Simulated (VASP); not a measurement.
**AlN: single point with LDA**

Crystal: AlN.

```
Al N
1.0
     0.00000    1.99491    1.99491
     1.99491    0.00000    1.99491
     1.99491    1.99491    0.00000
Al N
1 1
Direct
  0.00000 0.00000 0.00000
  0.50000 0.50000 0.50000
```

```json
{
 "Program": "VASP 6.6.1",
 "Task": "single point",
 "Functional": "LDA",
 "Potentials or basis": "VASP PAW LDA potentials, release 64 (Al, N)",
 "Cutoff": "600 eV",
 "k mesh": "8 × 8 × 8",
 "Occupations": "gaussian, width 0.01 eV",
 "Spin": "no spin polarisation",
 "Dipole correction": "no",
 "Further INCAR settings": "ALGO = Normal; EDIFF = 1e-06; NBANDS = 11"
}
```

```json
{"Pressure": "5.1 GPa", "Band gap on the k mesh": "4.85 eV, indirect (least direct gap 6.36 eV)"}
```

Levels at points of the mesh, in eV from the valence-band top:
| k point | band 2 | band 3 | band 4 | band 5 | band 6 | band 7 |
| --- | --- | --- | --- | --- | --- | --- |
| (0.00, 0.00, 0.00) | 0.00 | 0.00 | 0.00 | 6.36 | 12.14 | 12.14 |
| (0.50, 0.00, 0.00) | -8.61 | -1.16 | -1.16 | 6.38 | 11.13 | 11.13 |
| (0.50, 0.50, 0.00) | -7.69 | -2.92 | -2.92 | 4.85 | 5.12 | 14.38 |

Run time: 3 s on 1 thread of Intel Xeon 6975P-C, with other jobs on the host, peak memory 0.12 GiB.

A k mesh can miss the band edges. LDA gaps usually lie below the measured ones, often by a third to a half.
